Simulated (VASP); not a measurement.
## SiW3: single point with PBE

SiW3:

```
Si W
1.0
     3.94436    0.00000    0.00000
     0.00000    3.94436    0.00000
     0.00000    0.00000    3.94436
Si W
1 3
Direct
  0.00000 0.00000 0.00000
  0.00000 0.50000 0.50000
  0.50000 0.00000 0.50000
  0.50000 0.50000 0.00000
```

```json
{"Program": "VASP 6.6.1", "Task": "single point", "Functional": "PBE", "Potentials or basis": "VASP PAW PBE potentials, release 64 (Si, W_sv)", "Cutoff": "520 eV", "k mesh": "12 × 12 × 12", "Occupations": "gaussian, width 0.1 eV", "Spin": "no spin polarisation"}
```

The pressure is 0.4 GPa and the band gap on the k mesh is zero (band 23 reaches 12.22 eV, above the bottom of band 24 at 10.77 eV).

Levels at points of the mesh, in eV from the Fermi level:
| k point | band 20 | band 21 | band 22 | band 23 | band 24 | band 25 | band 26 | band 27 |
| --- | --- | --- | --- | --- | --- | --- | --- | --- |
| (0.00, 0.00, 0.00) | -1.51 | -1.51 | -1.51 | 0.28 | 0.28 | 0.28 | 3.00 | 3.00 |
| (0.50, 0.00, 0.00) | -1.55 | -1.55 | -1.27 | -1.19 | -0.15 | 0.52 | 0.52 | 0.82 |
| (0.50, 0.50, 0.00) | -2.84 | -1.45 | -1.45 | -0.84 | 0.11 | 0.11 | 0.20 | 0.70 |
| (0.50, 0.50, 0.50) | -1.59 | -1.59 | -1.59 | -0.03 | -0.03 | -0.03 | 0.31 | 1.28 |

Wall time 2.6 min on 1 thread of Intel(R) Xeon(R) Platinum 8259CL CPU @ 2.50GHz (Skylake/Cascade Lake), on a shared host, peak memory 0.25 GiB.

Caveat: spin-orbit coupling is left out, which moves the levels of the heavy elements.
